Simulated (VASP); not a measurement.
**AlN: single point with PBEsol**

The system is AlN.

```
Al N
1.0
     3.11100    0.00000    0.00000
    -1.55550    2.69421    0.00000
     0.00000    0.00000    4.97800
Al N
2 2
Direct
  0.33333 0.66667 0.00000
  0.66667 0.33333 0.50000
  0.18123 0.55532 0.38500
  0.66667 0.33333 0.88500
```

This cell differs from its parent crystal: atom 3 (N) moved by (-0.300, -0.300) A along x and y.

```json
{
 "Program": "VASP 6.6.1",
 "Task": "single point",
 "Functional": "PBEsol",
 "Potentials or basis": "VASP PAW PBE potentials, release 64 (Al, N)",
 "Cutoff": "600 eV",
 "k mesh": "12 × 12 × 6",
 "Occupations": "gaussian, width 0.05 eV",
 "Spin": "no spin polarisation"
}
```

The pressure is 18.6 GPa and the largest force is 15.177 eV/Å. The band gap on the k mesh is 3.64 eV.

Forces in eV/Å, atoms in the order of the input:
```
Al   -0.433  -0.456   0.526
Al  -11.893  -5.979   4.676
N    12.712   6.664  -4.935
N    -0.385  -0.230  -0.267
```

Stress tensor (GPa, compression positive):
```
 44.66  23.82 -22.94
 23.82   3.32 -10.19
-22.94 -10.19   7.72
```

Levels at points of the mesh, in eV from the valence-band top:
```tsv
k point	band 5	band 6	band 7	band 8	band 9	band 10	band 11	band 12
(0.00, 0.00, 0.00)	-0.91	-0.66	-0.31	0.00	3.64	6.20	9.45	10.49
(0.50, 0.00, 0.00)	-3.00	-2.85	-2.20	-0.72	4.96	6.85	8.33	8.48
(0.00, 0.50, 0.00)	-3.88	-2.45	-1.39	-1.07	4.29	5.82	7.08	9.67
(0.50, 0.50, 0.00)	-3.84	-2.22	-1.71	-1.12	4.93	5.71	7.00	9.57
(0.00, 0.00, 0.50)	-1.34	-0.90	-0.83	-0.23	5.53	5.97	9.59	10.05
(0.50, 0.00, 0.50)	-1.83	-1.52	-1.27	-1.11	4.46	4.54	8.33	8.94
(0.00, 0.50, 0.50)	-2.33	-1.94	-1.91	-1.47	5.29	5.39	7.90	8.48
(0.50, 0.50, 0.50)	-2.18	-1.80	-1.67	-1.20	4.79	5.07	8.01	8.60
```

Run time: 2 min on 1 thread of Intel(R) Xeon(R) 6975P-C (Granite Rapids), on a shared host, peak memory 0.41 GiB.

Caveat: the cell differs from its parent crystal (atom 3 (N) moved by (-0.300, -0.300) A along x and y); the stress differs along the axes, from 3 to 45 GPa; the PAW data sets were made with another functional, which shifts forces and pressure a little. A k mesh can miss the band edges.
